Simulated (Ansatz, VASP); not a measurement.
**TiO2: VASP beside Ansatz**

```xyz
12
Lattice="4.8127 0.0000 0.0000 0.0000 4.8719 0.0000 -0.8629 0.0000 4.9666" Properties=species:S:1:pos:R:3 pbc="T T T"
Ti    1.1513    0.2573    1.0586
Ti    3.2300    2.6932    1.4247
Ti    2.7985    4.6146    3.9080
Ti    0.7198    2.1787    3.5419
O    -0.4276    0.8622    4.2293
O     3.9459    3.2981    3.2206
O     4.3774    4.0097    0.7373
O     0.0039    1.5738    1.7460
O     1.7406    3.6911    2.3183
O     2.6406    1.2552    0.1650
O     2.2092    1.1808    2.6483
O     1.3092    3.6167    4.8016
```

Alike in both runs: functional r2SCAN; k mesh 6 × 6 × 6; occupations fermi-dirac, width 0.05 eV; no spin polarisation.

```csv
,VASP,Ansatz
version,VASP 6.6.1,Ansatz 0.2.0
potentials or method,"VASP PAW PBE potentials, release 64 (Ti_sv, O)",Ansatz PAW
plane-wave cutoff (eV),520,500
valence electrons in the cell,96,96
task,single point,band structure
```

|  | VASP | Ansatz | Ansatz less VASP |
| --- | --- | --- | --- |
| gap on the k mesh at the Fermi level (eV) | 2.68 | 2.66 | -0.017 |
| least direct gap on the mesh (eV) | 2.74 | 2.72 | -0.017 |
| pressure (GPa) | 0.0 | -1.5 | -1.49 |
| traceless stress, the component that is largest in VASP (GPa) | -0.10 | -0.21 | -0.104 |
| rms of the force components (eV/Å) | 0.017 | 0.051 | +0.0337 |

VASP's potentials were made for PBE, not for r2SCAN. Atom by atom the forces differ by 0.042 eV/Å (rms over components).
